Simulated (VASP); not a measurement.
Bi2Se3, 5 atoms in the cell. Symmetry: P4/mmm, No. 123, tetragonal system. Conventional cell: a = 4.147 Å, b = 4.147 Å, c = 11.021 Å, α = 90.00°, β = 90.00°, γ = 90.00°. Bi (site symmetry 4/mmm) has 2 Se at 2.60 Å within 3.4 Å. Bi (site symmetry 4/mmm) has 4 Se at 2.93 Å within 3.9 Å. Se (site symmetry 4/mmm) has 2 Se at 2.91 Å and 4 Bi at 2.93 Å within 3.8 Å. Within 3.4 Å of Se (site symmetry 4mm) lie 1 Bi at 2.60 Å and 1 Se at 2.91 Å. The cell was generated, and may not be a known phase.

| Quantity | Value |
| --- | --- |
| Program | VASP 6.6.1 |
| Task | relaxation of cell and atoms |
| Functional | PBE |
| Potentials or basis | VASP PAW PBE potentials, release 64 (Bi_d, Se) |
| Cutoff | 500 eV |
| k mesh | 10 × 10 × 4 |
| Occupations | gaussian, width 0.1 eV |
| Spin | no spin polarisation |
| Dipole correction | no |
| Further INCAR settings | ALGO = Normal; EDIFF = 1e-07; IBRION = 2; EDIFFG = -0.01; NSW = 100; ISIF = 3 |

Potentials or basis: VASP PAW PBE potentials, release 64 (Bi_d, Se).

Command:

```bash
$ cat potpaw_PBE.64/Bi_d/POTCAR potpaw_PBE.64/Se/POTCAR > POTCAR
$ mpirun -np 1 vasp_std > vasp.out
```

Hardware: 1 thread of Oxide Virtual Turin-like Processor, on a shared host.

How long does it take, and how much memory?

Wall time 33 min on 1 thread of Oxide Virtual Turin-like Processor, on a shared host, peak memory 0.42 GiB. Counts: scf iterations 98, k points 63, ion steps 10.
